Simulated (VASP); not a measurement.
V3NiMo: single point with PBE

The system is V3NiMo.

```
V Ni Mo
1.0
     4.43906    0.00000    0.00000
     0.00000    4.43906    0.00000
     0.00000    0.00000    4.43906
V Ni Mo
3 1 1
Cartesian
  0.0000 2.2195 2.2195
  2.2195 0.0000 2.2195
  2.2195 2.2195 0.0000
  0.0000 0.0000 0.0000
  2.2195 2.2195 2.2195
```

```
Program             : VASP 6.6.1
Task                : single point
Functional          : PBE
Potentials or basis : VASP PAW PBE potentials, release 64 (V_sv, Ni, Mo_sv)
Cutoff              : 520 eV
k mesh              : 4 × 4 × 4
Occupations         : gaussian, width 0.1 eV
Spin                : no spin polarisation
```

```yaml
Pressure: 1.0 GPa
```

Levels at points of the mesh, in eV from the Fermi level:
```
           k point  band 27  band 28  band 29  band 30  band 31  band 32  band 33  band 34  band 35  band 36
(0.00, 0.00, 0.00)    -1.06    -1.06     0.09     0.09     1.05     1.05     1.05     1.55     1.55     1.55
(0.50, 0.00, 0.00)    -1.23    -0.82    -0.52    -0.15    -0.15     0.38     0.47     0.47     0.66     0.94
(0.50, 0.50, 0.00)    -0.82    -0.81    -0.64    -0.48    -0.45    -0.45     0.32     0.41     0.42     0.61
(0.50, 0.50, 0.50)    -0.47    -0.47    -0.32    -0.32    -0.32    -0.05    -0.05     0.70     0.73     0.73
```

It took 55 s on 1 thread of Intel(R) Xeon(R) Platinum 8175M CPU @ 2.50GHz (Skylake/Cascade Lake), with other jobs on the host, peak memory 0.22 GiB.

Spin polarisation is off, so any magnetic state and its effect on volume and gap are missing.
